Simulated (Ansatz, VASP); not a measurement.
One calculation of CuH2Rh, two programs

Contents of INCAR:

```
PREC = Accurate
ENCUT = 520
EDIFF = 1E-6
ISMEAR = 0
SIGMA = 0.01
LREAL = False
LASPH = True
NELM = 60
ALGO = Normal
ISIF = 2
LWAVE = False
LCHARG = False
GGA = RE
NBANDS = 22
```

The input KPOINTS:

```
regular mesh
0
Gamma
  7 7 7
```

File POSCAR:

```
CuH2Rh
1.0
    2.9935020000      0.0000000000      0.0000000000
   -1.4967510000      2.5924500000      0.0000000000
    0.0000000000     -1.7282970000      5.5700260000
Rh Cu H
1 1 2
Direct
    0.5000000000      0.0000000000      0.5000000000
    0.0000000000      0.0000000000      0.0000000000
    0.1110000000      0.2220000000      0.3330000000
    0.8890000000      0.7780000000      0.6670000000
```

Input for Ansatz:

```yaml
crystal:
  lattice:
    - [2.993502, 0.0, 0.0]
    - [-1.496751, 2.59245, 0.0]
    - [0.0, -1.728297, 5.570026]
  atoms:
    - { symbol: Rh, position: [0.5, 0.0, 0.5] }
    - { symbol: Cu, position: [0.0, 0.0, 0.0] }
    - { symbol: H, position: [0.111, 0.222, 0.333] }
    - { symbol: H, position: [0.889, 0.778, 0.667] }
  symmetry: { tolerance: 0.0003 }
kpoints:
  mp_grid: { grid: [7, 7, 7], shift: [0, 0, 0] }
magnetization:
  spin_polarized: false
scf:
  occupations: { method: gaussian, width: 0.01 }
hamiltonian:
  pseudopotentials: { kind: paw }
  xc: revpbe
basis:
  ecutwfc: 420
output:
  forces: true
  stress: true
  eigenvalues: true
```

Alike in both runs: task single point; functional revPBE; k mesh 7 × 7 × 7; occupations gaussian, width 0.01 eV; no spin polarisation.

|  | VASP | Ansatz |
| --- | --- | --- |
| version | VASP 6.6.1 | Ansatz 0.2.0 |
| potentials or method | VASP PAW PBE potentials, release 64 (Rh_pv, Cu, H), cutoff 520 eV | PAW plane waves |
| valence electrons in the cell | 28 | 38 |

```tsv
	VASP	Ansatz	Ansatz less VASP
gap on the k mesh at the Fermi level (eV)	none	none	-
pressure (GPa)	-16.6	-16.6	-0.01
traceless stress, the component that is largest in VASP (GPa)	-3.39	-3.40	-0.015
rms of the force components (eV/Å)	0.165	0.161	-0.0042
```

VASP's potentials were made for PBE, not for revPBE. Atom by atom the forces differ by 0.004 eV/Å (rms over components). A gap of «none» marks a metal or a gap that the smearing closes. The functional is the same, so the differences come from potentials, cutoffs and numerics. VASP's potentials hold 28 valence electrons a cell and Ansatz's 38, so a difference there can come from the potentials and not from the codes. Ansatz's warnings: structure snapped to symmetry.

The k mesh is coarse, so the values compare programs but aren't converged.
